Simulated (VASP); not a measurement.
Input of a VASP 6.6.1 run:

POSCAR

```
Na2IBr
1.0
    2.2393120656      1.2928674239      7.3041379129
   -2.2393120656      1.2928674239      7.3041379129
    0.0000000000     -2.5857348477      7.3041379129
Br I Na
1 1 2
Direct
    1.0000000000      0.0000000000      0.0000000000
    0.5000000000      0.5000000000      0.5000000000
    0.2562623654      0.2562623654      0.2562623654
    0.7437376346      0.7437376346      0.7437376346
```

Contents of INCAR.step1:

```
SYSTEM = Na2IBr
PREC = Accurate ; ENCUT = 520
ISMEAR = 0 ; SIGMA = 0.01
LREAL = .False. ; LASPH = .True.
NELM = 80 ; NBANDS = 22
GGA = PE ; ALGO = Normal
EDIFF = 1E-4 ; LWAVE = .True.
LCHARG = .False.
```

INCAR.step2

```
SYSTEM = Na2IBr
PREC = Accurate ; ENCUT = 520
EDIFF = 1E-6 ; ISMEAR = 0
SIGMA = 0.01 ; LREAL = .False.
LASPH = .True. ; NELM = 80
ALGO = Normal ; ISIF = 2
LWAVE = .False. ; LCHARG = .False.
METAGGA = R2SCAN ; LMIXTAU = .True.
NBANDS = 22 ; ISTART = 1
```

Contents of KPOINTS:

```
regular mesh
0
Gamma
  6 6 6
  0 0 0
```

Potentials or basis: VASP PAW PBE potentials, release 64 (Br, I, Na_pv).

Command:

```console
$ cat potpaw_PBE.64/Br/POTCAR potpaw_PBE.64/I/POTCAR potpaw_PBE.64/Na_pv/POTCAR > POTCAR
$ cp INCAR.step1 INCAR
$ mpirun -np 1 vasp_std > vasp.out
$ cp INCAR.step2 INCAR
$ mpirun -np 1 vasp_std > vasp.out
```

Problem. Predict the pressure.

Solution. -1.0 GPa.

Problem. Predict the band gap on the k mesh.

Solution. 3.93 eV.

Problem. Predict the largest force.

Solution. 0.025 eV/Å.

Forces in eV/Å, atoms in the order of the input:
```
Br   0.000  0.000  0.000
I    0.000  0.000  0.000
Na   0.000  0.000 -0.025
Na   0.000  0.000  0.025
```

Caveat: the PAW data sets were made with another functional, which shifts forces and pressure a little; spin-orbit coupling is left out, which moves the levels of the heavy elements. A k mesh can miss the band edges.
